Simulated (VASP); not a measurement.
A run of VASP 6.6.1:

File INCAR:

```
SYSTEM = In2BAs3
PREC     = Accurate       ! precision mode
ENCUT    = 520            ! plane-wave cutoff, eV
EDIFF    = 1E-7           ! SCF threshold, eV
ISMEAR   = 0              ! smearing method
SIGMA    = 0.1            ! smearing width, eV
LREAL    = .False.        ! projectors in reciprocal space
LASPH    = .True.         ! aspherical terms in the spheres
NELM     = 80             ! most SCF steps
ALGO     = Normal         ! electronic algorithm
ISIF     = 2              ! what is computed and relaxed
LWAVE    = .False.        ! write WAVECAR
LCHARG   = .True.         ! write CHGCAR
GGA      = PE             ! functional
LELF     = .True.         ! ELF
LVHAR    = .True.       
NBANDS   = 31             ! bands
```

File KPOINTS:

```
Automatic mesh
0
Gamma
  6 6 2
  0 0 0
```

Contents of POSCAR:

```
In2BAs3
1.0
    4.2641214600      0.0000000000      0.0000000000
   -2.1320607300      3.6928375100      0.0000000000
    0.0000000000      0.0000000000      8.9564137000
In B As
2 1 3
Direct
    0.6666666700      0.3333333300      0.2478670000
    0.6666666700      0.3333333300      0.7521330000
    0.0000000000      0.0000000000      0.0000000000
    0.0000000000      0.0000000000      0.5000000000
    0.3333333300      0.6666666700      0.0000000000
    0.3333333300      0.6666666700      0.5000000000
```

Potentials or basis: VASP PAW PBE potentials, release 64 (In_d, B, As).

Launch:

```bash
$ cat potpaw_PBE.64/In_d/POTCAR potpaw_PBE.64/B/POTCAR potpaw_PBE.64/As/POTCAR > POTCAR
$ mpirun -np 1 vasp_std > vasp.out
```

Hardware: 1 thread of Intel Xeon 6975P-C, with other jobs on the host.

Task: How long does it take, and how much memory?

Result: Run time: 77 s on 1 thread of Intel Xeon 6975P-C, with other jobs on the host, peak memory 0.28 GiB. Counts: scf iterations 16, k points 14.
